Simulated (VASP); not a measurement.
Set up this calculation in VASP 6.6.1, as the native input.

```
Task                   : single point
Functional             : PBE
Potentials or basis    : VASP PAW PBE potentials, release 64 (Sc_sv)
Cutoff                 : 520 eV
k mesh                 : 18 × 18 × 18
Occupations            : fermi-dirac, width 0.1 eV
Spin                   : no spin polarisation
Dipole correction      : no
Further INCAR settings : ALGO = Normal; EDIFF = 1e-07; NBANDS = 12
```

The structure of Sc lies in POSCAR:

```
Sc
1.0
    0.0000000000      1.8548898353      1.8548898353
    1.8548898353      0.0000000000      1.8548898353
    1.8548898353      1.8548898353      0.0000000000
Sc
1
Direct
    0.0000000000      0.0000000000      0.0000000000
```

One way to write it, as run:

INCAR

```
SYSTEM = Sc
PREC = Accurate ; ENCUT = 520
EDIFF = 1E-7 ; ISMEAR = -1
SIGMA = 0.1 ; LREAL = .FALSE.
LASPH = .TRUE. ; NELM = 80
ALGO = Normal ; ISIF = 2
LWAVE = .FALSE. ; LCHARG = .FALSE.
GGA = PE ; NBANDS = 12
```

KPOINTS

```
Automatic mesh
0
G
  18 18 18
  0 0 0
```

Potentials or basis: VASP PAW PBE potentials, release 64 (Sc_sv).

Run with:

```console
$ cat potpaw_PBE.64/Sc_sv/POTCAR > POTCAR
$ mpirun -np 1 vasp_std > vasp.out
```

Results of the run:

```json
{"Pressure": "90.2 GPa"}
```

Wall time 40 s on 1 thread of Intel Xeon 8259CL, with other jobs on the host, peak memory 0.15 GiB.
